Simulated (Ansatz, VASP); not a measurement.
## Ir in VASP and in Ansatz

File INCAR:

```
PREC = Accurate ; ENCUT = 500
EDIFF = 1E-6 ; ISMEAR = 0
SIGMA = 0.15 ; LREAL = F
LASPH = T ; NELM = 120
ALGO = Normal ; ISIF = 2
LWAVE = F ; LCHARG = T
LELF = T ; LVHAR = T
NBANDS = 14 ; GGA_COMPAT = F
```

File KPOINTS:

```
regular mesh
0
Gamma
  22 22 22
```

POSCAR

```
Ir
1.0
    0.0000000000      2.2813749792      1.4354411369
    2.2813749792      0.0000000000      1.4354411369
    2.2813749792      2.2813749792      0.0000000000
Ir
1
Direct
    0.0000000000      0.0000000000      0.0000000000
```

Input for Ansatz:

```yaml
crystal:
  lattice:
    - [0.0, 2.2813749792, 1.4354411369]
    - [2.2813749792, 0.0, 1.4354411369]
    - [2.2813749792, 2.2813749792, 0.0]
  atoms:
    - { symbol: Ir, position: [0.0, 0.0, 0.0] }
basis:
  ecutwfc: 420
kpoints:
  mp_grid: { grid: [22, 22, 22] }
hamiltonian:
  xc: lda
  pseudopotentials: { kind: paw, azcp: { folder: soft_1 } }
scf:
  occupations: { method: gaussian, width: 0.15 }
output:
  forces: true
  stress: true
  eigenvalues: true
```

Alike in both runs: task single point; functional LDA; k mesh 22 × 22 × 22; occupations gaussian, width 0.15 eV; no spin polarisation.

|  | VASP | Ansatz |
| --- | --- | --- |
| version | VASP 6.6.1 | Ansatz 0.2.0 |
| potentials or method | VASP PAW LDA potentials, release 64 (Ir_sv_GW), cutoff 500 eV | scalar-relativistic, plane waves, PAW |
| valence electrons in the cell | 17 | 17 |

```csv
,VASP,Ansatz,Ansatz less VASP
gap on the k mesh at the Fermi level (eV),none,none,-
pressure (GPa),-18.0,-16.2,+1.81
"traceless stress, the component that is largest in VASP (GPa)",-21.79,-22.07,-0.274
```

Ansatz warns that its potentials were made for another functional, while VASP's fit it. LDA's correlation is that of Perdew and Zunger in VASP and of Perdew and Wang (1992) in Ansatz. A gap of «none» marks a metal or a gap that the smearing closes.

Spin-orbit coupling is off throughout.
